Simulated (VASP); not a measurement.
A run of VASP 6.6.1:

File INCAR:

```
  PREC = Accurate
  ENCUT = 700
  EDIFF = 1E-6
  ISMEAR = 0
  SIGMA = 0.02
  LREAL = Auto
  LASPH = True
  NELM = 120
  ALGO = Normal
  ISIF = 2
  LWAVE = False
  LCHARG = False
  GGA = PE
  NBANDS = 56
  GGA_COMPAT = False
```

File KPOINTS:

```
Automatic mesh
0
Gamma
  4 4 4
```

POSCAR

```
BaAlAgC6N6
1.0
    0.0000000000      5.5613727715      5.5613727715
    5.5613727715      0.0000000000      5.5613727715
    5.5613727715      5.5613727715      0.0000000000
Ba Al Ag C N
1 1 1 6 6
Direct
    0.2500000000      0.2500000000      0.2500000000
    0.5000000000      0.5000000000      0.5000000000
    0.0000000000      0.0000000000      0.0000000000
    0.7812862109      0.2187137891      0.2187137891
    0.7812862109      0.2187137891      0.7812862109
    0.7812862109      0.7812862109      0.2187137891
    0.2187137891      0.7812862109      0.7812862109
    0.2187137891      0.7812862109      0.2187137891
    0.2187137891      0.2187137891      0.7812862109
    0.6759254304      0.3240745696      0.3240745696
    0.6759254304      0.3240745696      0.6759254304
    0.6759254304      0.6759254304      0.3240745696
    0.3240745696      0.6759254304      0.6759254304
    0.3240745696      0.6759254304      0.3240745696
    0.3240745696      0.3240745696      0.6759254304
```

Potentials or basis: VASP PAW PBE potentials, release 64 (Ba_sv, Al, Ag_sv_GW, C, N).

The run is started by

```sh
$ cat potpaw_PBE.64/Ba_sv/POTCAR potpaw_PBE.64/Al/POTCAR potpaw_PBE.64/Ag_sv_GW/POTCAR potpaw_PBE.64/C/POTCAR potpaw_PBE.64/N/POTCAR > POTCAR
$ mpirun -np 1 vasp_std > vasp.out
```

Hardware: 1 thread of AMD EPYC 7R43 64-Core Processor (Zen 3) (shared host).

**Question.** How long does it take, and how much memory?

**Answer.** Wall time 21 min on 1 thread of AMD EPYC 7R43 64-Core Processor (Zen 3), with other jobs on the host, peak memory 0.75 GiB. Counts: scf iterations 18, k points 8.
